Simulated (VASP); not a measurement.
Set up this calculation in VASP 6.6.1, as the native input.

```yaml
Task: single point
Functional: PBE
Dispersion: D3(BJ)
Potentials_or_basis: VASP PAW PBE potentials, release 64 (Al, Co)
Cutoff: 520 eV
k_mesh: 3 × 4 × 1
Occupations: gaussian, width 0.1 eV
Spin: collinear spin, zero start
Starting_moments: "[0.0, 0.0, 0.0, 0.0, 0.0, 0.0, 0.0, 0.0, 0.0, 0.0, 0.0, 0.0, 0.0, 0.0, 0.0, 0.0, 0.0] μB"
Dipole_correction: no
Further_INCAR_settings: LREAL = Auto; ALGO = Normal; EDIFF = 1e-06; NBANDS = 46
```

The structure of Al16Co lies in POSCAR:

```
Al16Co
1.0
    8.1000000000      0.0000000000      0.0000000000
    0.0000000000      5.7275650000      0.0000000000
    0.0000000000      0.0000000000     17.2956740000
Al Co
16 1
Direct
    0.2500000000      0.2499999564      0.0578179260
    0.7500000000      0.2499999564      0.0578179260
    0.2500000000      0.7500000436      0.0578179260
    0.7500000000      0.7500000436      0.0578179260
    0.0005413580     -0.0029155496      0.1335103795
    0.4994601235     -0.0029296918      0.1335074308
    0.0053620988      0.5023740455      0.1315357817
    0.4946403704      0.5023618239      0.1315345097
    0.2500017284      0.2485937741      0.2213657010
    0.7499976543      0.2285843984      0.2085444025
    0.2500049383      0.7727206937      0.2247932633
    0.7500014815      0.7252900665      0.2261452777
   -0.0195802469      0.0311846308      0.3001306569
    0.5195802469      0.0311619336      0.3001282286
    0.0186169136      0.5209335905      0.2959484551
    0.4813916049      0.5209150835      0.2959486285
    0.7500027160      0.4011322438      0.3234832016
```

The input as run:

INCAR

```
SYSTEM = Al16Co
  PREC = Accurate
  ENCUT = 520
  EDIFF = 1E-6
  ISMEAR = 0
  SIGMA = 0.1
  LREAL = Auto
  LASPH = .True.
  NELM = 150
  ALGO = Normal
  ISIF = 2
  LWAVE = .False.
  LCHARG = .True.
  ISPIN = 2
  MAGMOM = 0 0 0 0 0 0 0 0 0 0 0 0 0 0 0 0 0
  LORBIT = 11
  LMAXMIX = 4
  GGA = PE
  IVDW = 12
  LELF = .True.
  LVHAR = .True.
  NBANDS = 46
```

KPOINTS

```
regular mesh
0
Gamma
  3 4 1
  0 0 0
```

Potentials or basis: VASP PAW PBE potentials, release 64 (Al, Co).

The run is started by

```sh
$ cat potpaw_PBE.64/Al/POTCAR potpaw_PBE.64/Co/POTCAR > POTCAR
$ mpirun -np 1 vasp_std > vasp.out
```

Results of the run:

```yaml
Largest_force: 0.481 eV/Å
Net_moment: 0.00 μB per cell
Valence_electrons_inside_the_program's_atomic_spheres: Al 0.77, 0.76, 0.78, 0.82, 0.75, 0.79 (each value once); Co 8.30
Dispersion_energy_per_atom: -0.213 eV
```

It took 12 min on 1 thread of AMD EPYC 9R45 96-Core Processor (Zen 5), with other jobs on the host, peak memory 1.2 GiB.
